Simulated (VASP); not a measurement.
Wanted: the native input for a VASP 6.6.1 run.

```yaml
Task: single point
Functional: r2SCAN
Potentials_or_basis: VASP PAW PBE potentials, release 64 (Li_sv)
Cutoff: 830 eV
k_mesh: 7 × 7 × 7
Occupations: gaussian, width 0.1 eV
Spin: no spin polarisation
Dipole_correction: no
Further_INCAR_settings: ALGO = Normal; EDIFF = 1e-06; NBANDS = 8
```

Crystal: Li.

```
CELL_PARAMETERS angstrom
-1.73852 1.73852 1.73852
1.73852 -1.73852 1.73852
1.73852 1.73852 -1.73852
ATOMIC_POSITIONS crystal
Li 0.00000 0.00000 0.00000
```

One way to write it, as run:

POSCAR

```
Li
1.0
   -1.7385248874      1.7385248874      1.7385248874
    1.7385248874     -1.7385248874      1.7385248874
    1.7385248874      1.7385248874     -1.7385248874
Li
1
Direct
    0.0000000000      0.0000000000      0.0000000000
```

INCAR.step1

```
SYSTEM = Li
ALGO = Normal ; EDIFF = 1E-5
ENCUT = 830 ; GGA = PE
GGA_COMPAT = .False. ; ISMEAR = 0
LASPH = .True. ; LCHARG = .False.
LREAL = .False. ; LWAVE = .True.
NBANDS = 8 ; NELM = 120
PREC = Accurate ; SIGMA = 0.1
```

INCAR.step2

```
SYSTEM = Li
ALGO = Normal ; EDIFF = 1E-6
ENCUT = 830 ; GGA_COMPAT = .False.
ISIF = 2 ; ISMEAR = 0
ISTART = 1 ; LASPH = .True.
LCHARG = .True. ; LELF = .True.
LMIXTAU = .True. ; LREAL = .False.
LVHAR = .True. ; LWAVE = .False.
METAGGA = R2SCAN ; NBANDS = 8
NELM = 120 ; PREC = Accurate
SIGMA = 0.1
```

KPOINTS

```
k-points
0
Gamma
  7 7 7
  0 0 0
```

Potentials or basis: VASP PAW PBE potentials, release 64 (Li_sv).

Run with:

```sh
$ cat potpaw_PBE.64/Li_sv/POTCAR > POTCAR
$ cp INCAR.step1 INCAR
$ mpirun -np 1 vasp_std > vasp.out
$ cp INCAR.step2 INCAR
$ mpirun -np 1 vasp_std > vasp.out
```

Results of the run:

- Pressure: -0.1 GPa
- Band gap on the k mesh: zero (an odd number of electrons rules out a gap without spin polarisation)

Caveat: the k points lie up to 0.37 Å⁻¹ apart, too coarse for converged energies and pressures of a metal; the PAW data sets were made with another functional, which shifts forces and pressure a little.

Wall time 44 s on 1 thread of Intel Xeon 8259CL, on a shared host, peak memory 0.15 GiB.
